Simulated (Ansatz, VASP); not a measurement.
**One calculation of LiF, two programs**

```
Li F
1.0
     2.55953    0.00000    0.00000
     0.00000    2.55953    0.00000
     0.00000    0.00000    2.55953
Li F
1 1
Direct
  0.11721 0.00000 0.00000
  0.50000 0.50000 0.50000
```

Change from the starting cell: all Li atoms moved -0.300 Å, as atom 1 towards its neighbour atom 1 (Li) at 2.560 Å.

Alike in both runs: task single point; functional LDA; k mesh 10 × 10 × 10; occupations gaussian, width 0.05 eV; no spin polarisation.

|  | VASP | Ansatz |
| --- | --- | --- |
| version | VASP 6.6.1 | Ansatz 0.2.0 |
| potentials or method | VASP PAW LDA potentials, release 64 (Li_sv, F), cutoff 520 eV | scalar-relativistic, plane waves, PAW |
| valence electrons in the cell | 10 | 10 |

VASP gave:

| Quantity | Value |
| --- | --- |
| gap on the k mesh at the Fermi level (eV) | 7.21 |
| least direct gap on the mesh (eV) | 7.84 |
| rms of the force components (eV/Å) | 0.079 |

Problem. What did Ansatz give for the same quantities?

Solution. gap on the k mesh at the Fermi level (eV): 7.22; least direct gap on the mesh (eV): 7.84; rms of the force components (eV/Å): 0.082.

LDA's correlation is that of Perdew and Zunger in VASP and of Perdew and Wang (1992) in Ansatz. Atom by atom the forces differ by 0.003 eV/Å (rms over components).

Noted on VASP's run: the cutoff is short for stress, so the pressure is rough.
